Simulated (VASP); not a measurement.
# Hf (P6_3/mmc) in VASP: notebook

Aim: see how the results for Hf move with the level of theory and the settings. Levels: LDA, PBE, r2SCAN. Tasks: single point.

All numbers are computed with VASP 6.6.1; they aren't measurements. Logs are shortened: lines on timing, memory, paths and dates and some standing lists are left out, and cuts for length are marked.

### 1 The cell of the first run

It takes space group P6_3/mmc (No. 194, hexagonal). Conventional cell: a = 3.153 Å, b = 3.153 Å, c = 4.989 Å, α = 90.00°, β = 90.00°, γ = 120.00°. Hf (site symmetry -6m2) has 12 Hf at 3.09 to 3.15 Å within 4.1 Å.

### 2 Single point, LDA

Input file INCAR:

```
ALGO = Normal
EDIFF = 1E-6
ENCUT = 520
ISIF = 2
ISMEAR = -1
LASPH = True
LCHARG = False
LREAL = False
LWAVE = False
NBANDS = 17
NELM = 80
PREC = Accurate
SIGMA = 0.05
```

Input file KPOINTS:

```
k-points
0
Gamma
  10 10 5
```

Input file POSCAR:

```
Hf
1.0
    3.1534960552      0.0000000000      0.0000000000
   -1.5767480276      2.7310076946      0.0000000000
    0.0000000000      0.0000000000      4.9894429718
Hf
2
Direct
    0.6666666667      0.3333333333      0.7500000000
    0.3333333333      0.6666666667      0.2500000000
```

Potentials or basis: VASP PAW LDA potentials, release 64 (Hf_pv).

The run is started by

```
cat potpaw_LDA.64/Hf_pv/POTCAR > POTCAR
mpirun -np 1 vasp_std > vasp.out
```

OUTCAR:

```text
EDIFF = 1E-6
   ENCUT = 520
   ISIF = 2
   ISMEAR = -1
   LASPH = True
   LREAL = False
   NELM = 80
   PREC = Accurate

 ion  position               nearest neighbor table
   1  0.667  0.333  0.750-   2 3.09   2 3.09   2 3.09   2 3.09   2 3.09   2 3.09
   2  0.333  0.667  0.250-   1 3.09   1 3.09   1 3.09   1 3.09   1 3.09   1 3.09

  LATTYP: Found a hexagonal cell.
 ALAT       =     3.1534960552
 C/A-ratio  =     1.5821941377

  Lattice vectors:

 A1 = (   3.1534960552,   0.0000000000,   0.0000000000)
 A2 = (  -1.5767480276,   2.7310076946,   0.0000000000)
 A3 = (   0.0000000000,   0.0000000000,   4.9894429718)

Analysis of symmetry for initial positions (statically):
=====================================================================
 Subroutine PRICEL returns:
 Original cell was already a primitive cell.

 Routine SETGRP: Setting up the symmetry group for a
 hexagonal supercell.

 Subroutine GETGRP returns: Found 24 space group operations
 (whereof 12 operations were pure point group operations)
 out of a pool of 24 trial point group operations.

The static configuration has the point symmetry D_3d.
 The point group associated with its full space group is D_6h.

Analysis of symmetry for dynamics (positions and initial velocities):
=====================================================================
 Subroutine PRICEL returns:
 Original cell was already a primitive cell.

 Routine SETGRP: Setting up the symmetry group for a
 hexagonal supercell.

 Subroutine GETGRP returns: Found 24 space group operations
 (whereof 12 operations were pure point group operations)
 out of a pool of 24 trial point group operations.

The dynamic configuration has the point symmetry D_3d.
 The point group associated with its full space group is D_6h.

 Subroutine INISYM returns: Found 24 space group operations
 (whereof 12 operations are pure point group operations),
 and found     1 'primitive' translations

----------------------------------------------------------------------------------------

                                     Primitive cell

  volume of cell :      42.9702

  direct lattice vectors                    reciprocal lattice vectors
     3.153496055  0.000000000  0.000000000     0.317108372  0.183082604  0.000000000
    -1.576748028  2.731007695  0.000000000     0.000000000  0.366165208  0.000000000
     0.000000000  0.000000000  4.989442972     0.000000000  0.000000000  0.200423175

  length of vectors
     3.153496055  3.153496055  4.989442972     0.366165208  0.366165208  0.200423175

  position of ions in fractional coordinates (direct lattice)
     0.666666667  0.333333333  0.750000000
     0.333333333  0.666666667  0.250000000

  ion indices of the primitive-cell ions
   primitive index   ion index
                 1           1
                 2           2

----------------------------------------------------------------------------------------

 KPOINTS: k-points

Automatic generation of k-mesh.
 Grid dimensions read from file:
 generate k-points for:   10   10    5

 Generating k-lattice:

  Cartesian coordinates                     Fractional coordinates (reciprocal lattice)
     0.031710837  0.018308260  0.000000000     0.100000000 -0.000000000  0.000000000
     0.000000000  0.036616521  0.000000000     0.000000000  0.100000000  0.000000000
     0.000000000  0.000000000  0.040084635     0.000000000  0.000000000  0.200000000

  Length of vectors
     0.036616521  0.036616521  0.040084635

  Shift w.r.t. Gamma in fractional coordinates (k-lattice)
     0.000000000  0.000000000  0.000000000

 Subroutine IBZKPT returns following result:
 ===========================================

 Found     42 irreducible k-points:

 Following reciprocal coordinates:
            Coordinates               Weight
  0.000000  0.000000  0.000000      1.000000
  0.100000  0.000000  0.000000      6.000000
  0.200000  0.000000  0.000000      6.000000
  0.300000  0.000000  0.000000      6.000000
  0.400000  0.000000  0.000000      6.000000
  0.500000  0.000000  0.000000      3.000000
[... 16 lines left out ...]
  0.300000  0.100000  0.200000     24.000000
  0.400000  0.100000  0.200000     24.000000
 [... further k-points ...]
   k-points           NKPTS =     42   k-points in BZ     NKDIM =     42   number of bands    NBANDS=     17
   number of dos      NEDOS =    301   number of ions     NIONS =      2
   total plane-waves  NPLWV =  23040
   dimension x,y,z NGX =    24 NGY =   24 NGZ =   40
   dimension x,y,z NGXF=    48 NGYF=   48 NGZF=   80
   ions per type =               2
   NGX,Y,Z   is equivalent  to a cutoff of  12.65, 12.65, 13.33 a.u.
   NGXF,Y,Z  is equivalent  to a cutoff of  25.30, 25.30, 26.66 a.u.
 SYSTEM =  unknown system
   PREC   = accura    normal or accurate (medium, high low for compatibility)
   ISTART =      0    job   : 0-new  1-cont  2-samecut
   ICHARG =      2    charge: 1-file 2-atom 10-const
   ISPIN  =      1    spin polarized calculation?
   LNONCOLLINEAR =      F non collinear calculations
   LSORBIT =      F    spin-orbit coupling
   LASPH  =      T    aspherical Exc in radial PAW
   ENCUT  =  520.0 eV  38.22 Ry    6.18 a.u.   5.86  5.86  9.28*2*pi/ulx,y,z
   NELM   =     80;   NELMIN=  2; NELMDL= -5     # of ELM steps
   EDIFF  = 0.1E-05   stopping-criterion for ELM
   LREAL  =      F    real-space projection
   EDIFFG = 0.1E-04   stopping-criterion for IOM
   NSW    =      0    number of steps for IOM
   IBRION =     -1    ionic relax: 0-MD 1-quasi-New 2-CG
   NFREE  =      0    steps in history (QN), initial steepest desc. (CG)
   ISIF   =      2    stress and relaxation
   ISYM   =      2    0-nonsym 1-usesym 2-fastsym
   POTIM  = 0.5000    time-step for ionic-motion
   TEBEG  =    0.0;   TEEND  =   0.0 temperature during run
   PSTRESS=    0.0 pullay stress
   NELECT =      20.0000    total number of electrons
   NUPDOWN=      -1.0000    fix difference up-down
   EMIN   =  10.00;   EMAX   =-10.00  energy-range for DOS
   EFERMI =   0.00;   METHOD = LEGACY
   ISMEAR =    -1;   SIGMA  =   0.05  broadening in eV -4-tet -1-fermi 0-gaus
   EFERMI_NEDOS =   21; number of points for ismear=-14 and -15
   IALGO  =     38    algorithm
   IMIX   =      4    mixing-type and parameters
     AMIX     =   0.40;   BMIX     =  1.00
     AMIX_MAG =   1.60;   BMIX_MAG =  1.00
  volume/ion in A,a.u.               =      21.49       144.99
  Fermi-wavevector in a.u.,A,eV,Ry     =   1.268710  2.397514 21.900283  1.609625
  Thomas-Fermi vector in A             =   2.401790
   LORBIT       =      0    0 simple, 1 ext, 2 COOP (PROOUT), +10 PAW based schemes
   GGA     = CA    functional components
   LHFCALC =     F    Hartree Fock is set to
   AEXX    =    0.0000 exact exchange contribution
   IVDW    =     0    specifies the selected vdW correction
   LEPSILON=     F    determine dielectric tensor
   LRPA    =     F    only Hartree local field effects (RPA)
 non-spin polarized calculation
  energy-cutoff  :      520.00
  volume of cell :       42.97
 maximum number of plane-waves:      1176
 NGX is ok and might be reduce to    24
   NGX = 11   NGY = 11   NGZ = 19

 number of electron      19.9999996 magnetization

 Free energy of the ion-electron system (eV)
  ---------------------------------------------------
  ext. energy  EPLUGINS =         0.00000000
  ---------------------------------------------------
  free energy    TOTEN  =       -21.38486260 eV

  energy without entropy =      -21.37595976  energy(sigma->0) =      -21.38041118

 E-fermi :   5.0528     XC(G=0): -11.6560

 val. band max:        4.9937789325   @ k =   0.1000   0.0000   0.2000
 cond. band min:       5.0691733269   @ k =   0.0000   0.0000   0.4000
 fundamental gap:      0.0753943943
 Fermi energy:         5.0527900204

 k-point     1 :       0.0000    0.0000    0.0000
  band No.  band energies     occupation
      1     -25.8405      2.00000
      2     -24.9717      2.00000
      3     -24.9717      2.00000
      4     -24.8272      2.00000
      5     -24.8232      2.00000
      6     -24.8232      2.00000
[... 9 lines left out ...]
     16       7.7026      0.00000
     17      10.5428      0.00000

 k-point     2 :       0.1000    0.0000    0.0000
  band No.  band energies     occupation
      1     -25.8105      2.00000
      2     -25.0360      2.00000
      3     -24.9931      2.00000
      4     -24.8909      2.00000
      5     -24.8411      2.00000
      6     -24.8317      2.00000
[... 9 lines left out ...]
     16       7.4162      0.00000
     17      10.7765      0.00000

 k-point     3 :       0.2000    0.0000    0.0000
  band No.  band energies     occupation
      1     -25.7263      2.00000
      2     -25.2043      2.00000
      3     -25.0614      2.00000
      4     -25.0468      2.00000
      5     -24.8830      2.00000
      6     -24.8561      2.00000
[... 9 lines left out ...]
     16       8.1561      0.00000
     17      11.2028      0.00000

 k-point     4 :       0.3000    0.0000    0.0000
  band No.  band energies     occupation
      1     -25.6051      2.00000
      2     -25.4116      2.00000
      3     -25.2597      2.00000
      4     -25.1097      2.00000
      5     -24.9516      2.00000
      6     -24.8887      2.00000
[... 9 lines left out ...]
     16       9.3882      0.00000
     17      11.5302      0.00000
[... 343 lines left out ...]
      1     -25.6294      2.00000
      2     -25.2938      2.00000
      3     -25.2298      2.00000
      4     -25.0791      2.00000
      5     -24.9340      2.00000
      6     -24.9119      2.00000
[... 9 lines left out ...]
     16       9.1727      0.00000
     17      11.0594      0.00000

 k-point    23 :       0.3000    0.1000    0.2000
  band No.  band energies     occupation
      1     -25.6187      2.00000
      2     -25.4501      2.00000
      3     -25.3109      2.00000
      4     -25.1457      2.00000
      5     -24.9978      2.00000
      6     -24.9492      2.00000
[... 9 lines left out ...]
     16      10.1237      0.00000
     17      11.3963      0.00000

 k-point    24 :       0.4000    0.1000    0.2000
  band No.  band energies     occupation
      1     -25.6737      2.00000
      2     -25.5254      2.00000
      3     -25.3084      2.00000
      4     -25.1699      2.00000
      5     -25.0579      2.00000
      6     -24.9757      2.00000
[... 9 lines left out ...]
     16      11.2109      0.00000
     17      12.0850      0.00000

 [... further k-points ...]
[... 5 lines left out ...]
  --------------------------------------------------------------------------------------
  -------------------------------------------------------------------------------------
  Total       -0.9636330     -0.9636330     -1.0401624      0.0000000      0.0000000     -0.0000000
  in kB      -35.9298140    -35.9298140    -38.7832730      0.0000000      0.0000000     -0.0000000
  external PRESSURE =     -36.8809670 kB  Pullay stress =       0.0000000 kB

 VOLUME and BASIS-vectors are now :
 -----------------------------------------------------------------------------
  energy-cutoff  :      520.00
  volume of cell :       42.97
      direct lattice vectors                 reciprocal lattice vectors
     3.153496055  0.000000000  0.000000000     0.317108372  0.183082604  0.000000000
    -1.576748028  2.731007695  0.000000000     0.000000000  0.366165208  0.000000000
     0.000000000  0.000000000  4.989442972     0.000000000  0.000000000  0.200423175

 POSITION                                       TOTAL-FORCE (eV/Angst)
 -----------------------------------------------------------------------------------
      1.57675      0.91034      3.74208         0.000000      0.000000      0.000000
     -0.00000      1.82067      1.24736        -0.000000      0.000000      0.000000
 -----------------------------------------------------------------------------------
    total drift:                               -0.000000      0.000000     -0.000000

  FREE ENERGIE OF THE ION-ELECTRON SYSTEM (eV)
  ---------------------------------------------------
  free  energy   TOTEN  =       -21.3848625964 eV

  energy  without entropy=      -21.3759597603  energy(sigma->0) =      -21.38041118
```

It took 20 s on 1 thread of Intel Xeon Platinum 8259CL at 2.50GHz (Skylake/Cascade Lake), shared host; peak memory 0.15 GiB.

What came out:

```
Free energy            : -21.3849 eV
Pressure               : -3.7 GPa
Band gap on the k mesh : zero (band 10 reaches 6.20 eV, above the bottom of band 11 at 4.73 eV)
```

Caveat: spin-orbit coupling is left out, which moves the levels of the heavy elements.

### 3 Single point, PBE

This run uses another cell than the first one, of 21.93 Å³/atom, 1.021 times its volume.

Input file INCAR:

```
PREC = Accurate
ENCUT = 520
EDIFF = 1E-6
ISMEAR = -1
SIGMA = 0.05
LREAL = False
LASPH = True
NELM = 100
ALGO = Fast
ISIF = 2
LWAVE = False
LCHARG = False
GGA = PE
NBANDS = 17
```

Input file KPOINTS:

```
regular mesh
0
Gamma
  10 10 5
```

Input file POSCAR:

```
Hf
1.0
    3.1752449911      0.0000000000      0.0000000000
   -1.5876224956      2.7498428256      0.0000000000
    0.0000000000      0.0000000000      5.0238540107
Hf
2
Direct
    0.6666666667      0.3333333333      0.7500000000
    0.3333333333      0.6666666667      0.2500000000
```

Potentials or basis: VASP PAW PBE potentials, release 64 (Hf_pv).

The run is started by

```
cat potpaw_PBE.64/Hf_pv/POTCAR > POTCAR
mpirun -np 1 vasp_std > vasp.out
```

Run time: 27 s. Hardware: 1 thread of Intel Xeon Platinum 8259CL at 2.50GHz (Skylake/Cascade Lake), shared host; peak memory 0.17 GiB.

Results (log left out):

```yaml
Free_energy: -19.8478 eV
Pressure: 2.4 GPa
Band_gap_on_the_k_mesh: zero (band 10 reaches 6.24 eV, above the bottom of band 11 at 4.72 eV)
```

Stress tensor (GPa, compression positive):
```
2.55 0.00 0.00
0.00 2.55 0.00
0.00 0.00 2.22
```

Levels at points of the mesh, in eV from the Fermi level:
```tsv
k point	band 7	band 8	band 9	band 10	band 11	band 12	band 13	band 14
(0.00, 0.00, 0.00)	-7.43	-3.75	0.73	1.20	1.20	1.49	2.05	2.05
(0.50, 0.00, 0.00)	-3.37	-2.80	-2.27	-0.75	0.81	0.91	1.74	6.04
```

Caveat: spin-orbit coupling is left out, which moves the levels of the heavy elements.

### 4 Single point, LDA

This run uses another cell than the first one, of 23.28 Å³/atom, 1.083 times its volume.

Input file INCAR:

```
SYSTEM = Hf
PREC     = Accurate       ! precision mode
ENCUT    = 520            ! plane-wave cutoff, eV
EDIFF    = 1E-7           ! SCF threshold, eV
ISMEAR   = -1             ! smearing method
SIGMA    = 0.05           ! smearing width, eV
LREAL    = .FALSE.        ! projectors in reciprocal space
LASPH    = .TRUE.         ! aspherical terms in the spheres
NELM     = 80             ! most SCF steps
ALGO     = Fast           ! electronic algorithm
ISIF     = 2              ! what is computed and relaxed
LWAVE    = .FALSE.        ! write WAVECAR
LCHARG   = .FALSE.        ! write CHGCAR
GGA      = CA             ! functional
NBANDS   = 17             ! bands
```

Input file KPOINTS:

```
regular mesh
0
G
  10 10 5
  0 0 0
```

Input file POSCAR:

```
Hf
1.0
    3.2387666662      0.0000000000      0.0000000000
   -1.6193833331      2.8048542099      0.0000000000
    0.0000000000      0.0000000000      5.1243576326
Hf
2
Direct
    0.6666666667      0.3333333333      0.7500000000
    0.3333333333      0.6666666667      0.2500000000
```

Potentials or basis: VASP PAW LDA potentials, release 64 (Hf_pv).

The run is started by

```
cat potpaw_LDA.64/Hf_pv/POTCAR > POTCAR
mpirun -np 1 vasp_std > vasp.out
```

It took 29 s on 1 thread of Intel Xeon Platinum 8259CL at 2.50GHz (Skylake/Cascade Lake), shared host; peak memory 0.16 GiB.

Results (log left out):

```
Free energy            : -21.2138 eV
Pressure               : -11.2 GPa
Band gap on the k mesh : zero (band 10 reaches 5.61 eV, above the bottom of band 11 at 4.20 eV)
```

Stress tensor (GPa, compression positive):
```
-10.98   0.00   0.00
  0.00 -10.98   0.00
  0.00   0.00 -11.62
```

Levels at points of the mesh, in eV from the Fermi level:
| k point | band 6 | band 7 | band 8 | band 9 | band 10 | band 11 | band 12 | band 13 | band 14 | band 15 |
| --- | --- | --- | --- | --- | --- | --- | --- | --- | --- | --- |
| (0.00, 0.00, 0.00) | -30.18 | -7.17 | -3.57 | 0.68 | 1.11 | 1.11 | 1.37 | 1.88 | 1.88 | 2.46 |
| (0.50, 0.00, 0.00) | -30.26 | -3.25 | -2.60 | -2.10 | -0.75 | 0.73 | 0.82 | 1.59 | 5.55 | 6.03 |

Caveat: spin-orbit coupling is left out, which moves the levels of the heavy elements.

[end of part 1 of 2]
